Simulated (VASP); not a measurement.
# TaTlH (P4/nmm) in VASP: single point with PBE

Aim: the single point of TaTlH with PBE.

Program: VASP 6.6.1. These are calculated values, not measurements. Logs are shortened: lines on timing, memory, paths and dates and some standing lists are left out, and cuts for length are marked.

**1. The cell of the first run**

The structure is tetragonal, space group P4/nmm (No. 129). The conventional cell has a = 4.115 Å, b = 4.115 Å, c = 5.864 Å, α = 90.00°, β = 90.00°, γ = 90.00°. Within 3.2 Å of Ta (site symmetry -4m2) lie 4 Tl at 2.41 Å and 4 Ta at 2.91 Å and 2 H at 2.93 Å. Tl (site symmetry 4mm) has 4 Ta at 2.41 Å and 4 H at 2.66 Å within 3.2 Å. Within 3.5 Å of H (site symmetry -4m2) lie 4 Tl at 2.66 Å and 4 H at 2.91 Å and 2 Ta at 2.93 Å.

The cell was built from a structure type or drawn by symmetry, and may not be a known phase.

**2. Single point, PBE**

The input, INCAR:

```
PREC = Accurate
ENCUT = 520
EDIFF = 1E-6
ISMEAR = 0
SIGMA = 0.1
LREAL = F
LASPH = T
NELM = 60
ALGO = Normal
ISIF = 2
LWAVE = F
LCHARG = F
GGA = PE
NBANDS = 34
```

The input, KPOINTS:

```
regular mesh
0
Gamma
  4 4 4
```

The input, POSCAR:

```
TaTlH
1.0
    4.1148858100      0.0000000000      0.0000000000
    0.0000000000      4.1148858100      0.0000000000
    0.0000000000      0.0000000000      5.8638544000
Ta Tl H
2 2 2
Direct
    0.0000000000      0.0000000000      0.5000000000
    0.5000000000      0.5000000000      0.5000000000
    0.0000000000      0.5000000000      0.7134095400
    0.5000000000      0.0000000000      0.2865904600
    0.0000000000      0.0000000000      0.0000000000
    0.5000000000      0.5000000000      0.0000000000
```

Potentials or basis: VASP PAW PBE potentials, release 64 (Ta_pv, Tl_d, H).

The run is started by

```sh
$ cat potpaw_PBE.64/Ta_pv/POTCAR potpaw_PBE.64/Tl_d/POTCAR potpaw_PBE.64/H/POTCAR > POTCAR
$ mpirun -np 1 vasp_std > vasp.out
```

OUTCAR:

```text
PREC = Accurate
   ENCUT = 520
   EDIFF = 1E-6
   ISMEAR = 0
   LREAL = F
   LASPH = T
   NELM = 60
   ISIF = 2
   GGA = PE

 ion  position               nearest neighbor table
   1  0.000  0.000  0.500-   3 2.41   4 2.41   3 2.41   4 2.41   2 2.91   2 2.91   2 2.91   2 2.91

   2  0.500  0.500  0.500-   3 2.41   4 2.41   4 2.41   3 2.41   1 2.91   1 2.91   1 2.91   1 2.91

   3  0.000  0.500  0.713-   1 2.41   2 2.41   1 2.41   2 2.41   4 3.84   4 3.84   4 3.84   4 3.84

   4  0.500  0.000  0.287-   1 2.41   2 2.41   2 2.41   1 2.41   3 3.84   3 3.84   3 3.84   3 3.84

   5  0.000  0.000  0.000-
   6  0.500  0.500  0.000-

  LATTYP: Found a simple tetragonal cell.
 ALAT       =     4.1148858100
 C/A-ratio  =     1.4250345382

  Lattice vectors:

 A1 = (   4.1148858100,   0.0000000000,   0.0000000000)
 A2 = (   0.0000000000,   4.1148858100,   0.0000000000)
 A3 = (   0.0000000000,   0.0000000000,   5.8638544000)

Analysis of symmetry for initial positions (statically):
=====================================================================
 Subroutine PRICEL returns:
 Original cell was already a primitive cell.

 Routine SETGRP: Setting up the symmetry group for a
 simple tetragonal supercell.

 Subroutine GETGRP returns: Found 16 space group operations
 (whereof  8 operations were pure point group operations)
 out of a pool of 16 trial point group operations.

The static configuration has the point symmetry D_2d.
 The point group associated with its full space group is D_4h.

Analysis of symmetry for dynamics (positions and initial velocities):
=====================================================================
 Subroutine PRICEL returns:
 Original cell was already a primitive cell.

 Routine SETGRP: Setting up the symmetry group for a
 simple tetragonal supercell.

 Subroutine GETGRP returns: Found 16 space group operations
 (whereof  8 operations were pure point group operations)
 out of a pool of 16 trial point group operations.

The dynamic configuration has the point symmetry D_2d.
 The point group associated with its full space group is D_4h.

 Subroutine INISYM returns: Found 16 space group operations
 (whereof  8 operations are pure point group operations),
 and found     1 'primitive' translations

[... 93 lines left out ...]
   ENCUT  =  520.0 eV  38.22 Ry    6.18 a.u.   7.65  7.65 10.90*2*pi/ulx,y,z
   NELM   =     60;   NELMIN=  2; NELMDL= -5     # of ELM steps
   EDIFF  = 0.1E-05   stopping-criterion for ELM
   LREAL  =      F    real-space projection
   EDIFFG = 0.1E-04   stopping-criterion for IOM
   NSW    =      0    number of steps for IOM
   IBRION =     -1    ionic relax: 0-MD 1-quasi-New 2-CG
   NFREE  =      0    steps in history (QN), initial steepest desc. (CG)
   ISIF   =      2    stress and relaxation
   ISYM   =      2    0-nonsym 1-usesym 2-fastsym
   POTIM  = 0.5000    time-step for ionic-motion
   TEBEG  =    0.0;   TEEND  =   0.0 temperature during run
   PSTRESS=    0.0 pullay stress
   NELECT =      50.0000    total number of electrons
   NUPDOWN=      -1.0000    fix difference up-down
   EMIN   =  10.00;   EMAX   =-10.00  energy-range for DOS
   EFERMI =   0.00;   METHOD = LEGACY
   ISMEAR =     0;   SIGMA  =   0.10  broadening in eV -4-tet -1-fermi 0-gaus
   EFERMI_NEDOS =   21; number of points for ismear=-14 and -15
   IALGO  =     38    algorithm
   IMIX   =      4    mixing-type and parameters
     AMIX     =   0.40;   BMIX     =  1.00
     AMIX_MAG =   1.60;   BMIX_MAG =  1.00
  volume/ion in A,a.u.               =      16.55       111.67
  Fermi-wavevector in a.u.,A,eV,Ry     =   1.302463  2.461297 23.081042  1.696409
  Thomas-Fermi vector in A             =   2.433529
   LORBIT       =      0    0 simple, 1 ext, 2 COOP (PROOUT), +10 PAW based schemes
   GGA     = PE    functional components
   LHFCALC =     F    Hartree Fock is set to
   AEXX    =    0.0000 exact exchange contribution
   IVDW    =     0    specifies the selected vdW correction
   LEPSILON=     F    determine dielectric tensor
   LRPA    =     F    only Hartree local field effects (RPA)
 non-spin polarized calculation
 Gauss-broadening in eV      SIGMA  =   0.10
  energy-cutoff  :      520.00
  volume of cell :       99.29
 maximum number of plane-waves:      2709
 NGX is ok and might be reduce to    32
   NGX = 15   NGY = 15   NGZ = 21

 number of electron      50.0000006 magnetization

 Free energy of the ion-electron system (eV)
  ---------------------------------------------------
  ext. energy  EPLUGINS =         0.00000000
  ---------------------------------------------------
  free energy    TOTEN  =       -18.83990129 eV

  energy without entropy =      -18.82901369  energy(sigma->0) =      -18.83445749

 E-fermi :   5.7337     XC(G=0): -10.7989

 val. band max:        5.6549589031   @ k =   0.2500   0.2500   0.2500
 cond. band min:       5.7560527449   @ k =   0.5000   0.2500   0.0000
 fundamental gap:      0.1010938418
 Fermi energy:         5.7336870474

 k-point     1 :       0.0000    0.0000    0.0000
  band No.  band energies     occupation
      1     -29.1123      2.00000
      2     -29.1123      2.00000
      3     -28.8812      2.00000
      4     -28.7226      2.00000
      5     -28.4238      2.00000
      6     -28.4238      2.00000
[... 655 lines left out ...]
     33      10.6100      0.00000
     34      10.6100      0.00000

------------------------ aborting loop because EDIFF is reached ----------------------------------------

  FORCE on cell =-STRESS in cart. coord.  units (eV):
  Direction    XX          YY          ZZ          XY          YZ          ZX
  --------------------------------------------------------------------------------------
  -------------------------------------------------------------------------------------
  Total       39.4110653     39.4110653     23.6875256      0.0000000      0.0000000      0.0000000
  in kB      635.9602953    635.9602953    382.2359457      0.0000000      0.0000000      0.0000000
  external PRESSURE =     551.3855121 kB  Pullay stress =       0.0000000 kB

 VOLUME and BASIS-vectors are now :
 -----------------------------------------------------------------------------
  energy-cutoff  :      520.00
  volume of cell :       99.29
      direct lattice vectors                 reciprocal lattice vectors
     4.114885810  0.000000000  0.000000000     0.243020109  0.000000000  0.000000000
     0.000000000  4.114885810  0.000000000     0.000000000  0.243020109  0.000000000
     0.000000000  0.000000000  5.863854400     0.000000000  0.000000000  0.170536294

 POSITION                                       TOTAL-FORCE (eV/Angst)
 -----------------------------------------------------------------------------------
      0.00000      0.00000      2.93193        -0.000000      0.000000      0.000000
      2.05744      2.05744      2.93193         0.000000     -0.000000      0.000000
      0.00000      2.05744      4.18333         0.000000      0.000000     12.836897
      2.05744      0.00000      1.68052         0.000000      0.000000    -12.836897
      0.00000      0.00000      0.00000         0.000000      0.000000      0.000000
      2.05744      2.05744      0.00000         0.000000     -0.000000      0.000000
 -----------------------------------------------------------------------------------
    total drift:                                0.000000      0.000000     -0.000000

  FREE ENERGIE OF THE ION-ELECTRON SYSTEM (eV)
  ---------------------------------------------------
  free  energy   TOTEN  =       -18.8399012887 eV

  energy  without entropy=      -18.8290136918  energy(sigma->0) =      -18.83445749
```

OSZICAR:

```text
N       E                     dE             d eps       ncg     rms          rms(c)
DAV:   1     0.401380178443E+03    0.40138E+03   -0.27387E+04  1224   0.144E+03
DAV:   2    -0.589175861307E+01   -0.40727E+03   -0.39493E+03  1420   0.395E+02
DAV:   3    -0.200314597603E+02   -0.14140E+02   -0.13820E+02  1470   0.689E+01
DAV:   4    -0.202267979946E+02   -0.19534E+00   -0.19474E+00  1310   0.794E+00
DAV:   5    -0.202307865818E+02   -0.39886E-02   -0.39879E-02  1424   0.109E+00    0.349E+01
DAV:   6    -0.191079418644E+02    0.11228E+01   -0.14875E+00  1286   0.788E+00    0.200E+01
DAV:   7    -0.188565951595E+02    0.25135E+00   -0.98028E-01  1352   0.588E+00    0.174E+00
DAV:   8    -0.188412187809E+02    0.15376E-01   -0.76019E-02  1312   0.158E+00    0.595E-01
DAV:   9    -0.188396918428E+02    0.15269E-02   -0.87583E-03  1332   0.484E-01    0.214E-01
DAV:  10    -0.188398349361E+02   -0.14309E-03   -0.82772E-04  1290   0.161E-01    0.615E-02
DAV:  11    -0.188398951937E+02   -0.60258E-04   -0.10787E-04  1280   0.541E-02    0.222E-02
DAV:  12    -0.188398971988E+02   -0.20051E-05   -0.13406E-05  1392   0.198E-02    0.601E-03
DAV:  13    -0.188399012125E+02   -0.40137E-05   -0.48048E-06   962   0.861E-03    0.308E-03
DAV:  14    -0.188399012887E+02   -0.76258E-07   -0.14307E-07   738   0.243E-03
   1 F= -.18839901E+02 E0= -.18834457E+02  d E =-.108876E-01
```

Run time: 54 s. Hardware: 1 thread of Intel Xeon 8259CL, shared host; peak memory 0.24 GiB.

What came out:

```yaml
Free_energy: -18.8399 eV
Pressure: 55.1 GPa
Largest_force: 12.837 eV/Å
Band_gap_on_the_k_mesh: zero (bands 25 and 26 overlap by 1.85 eV)
```

Forces on the atoms (eV/Å):
```
Ta    0.000   0.000   0.000
Ta    0.000   0.000   0.000
Tl    0.000   0.000  12.837
Tl    0.000   0.000 -12.837
H     0.000   0.000   0.000
H     0.000   0.000   0.000
```

Levels at points of the mesh, in eV from the Fermi level:
```tsv
k point	band 20	band 21	band 22	band 23	band 24	band 25	band 26	band 27	band 28	band 29
(0.00, 0.00, 0.00)	-2.35	-2.24	-2.16	-2.16	-1.25	0.89	0.89	1.26	2.50	2.50
(0.50, 0.00, 0.00)	-3.75	-2.29	-2.29	-1.09	-1.09	0.20	0.20	0.96	0.96	1.75
(0.50, 0.50, 0.00)	-5.08	-1.82	-1.82	-0.51	-0.51	0.36	0.36	1.52	1.52	1.77
(0.00, 0.00, 0.50)	-2.35	-2.35	-2.29	-2.24	-0.87	1.20	1.20	1.61	1.67	2.87
(0.50, 0.00, 0.50)	-4.38	-1.19	-1.19	-1.13	-1.13	-0.32	-0.32	0.18	0.18	1.14
(0.50, 0.50, 0.50)	-4.04	-3.25	-3.25	-0.59	-0.59	-0.56	-0.56	1.38	1.38	2.00
```

Caveat: the k points lie up to 0.38 Å⁻¹ apart, too coarse for converged energies and pressures of a metal; spin-orbit coupling is left out, which moves the levels of the heavy elements; forces of over 1 eV/Å act on the atoms, so gaps and moduli don't describe the material at rest.
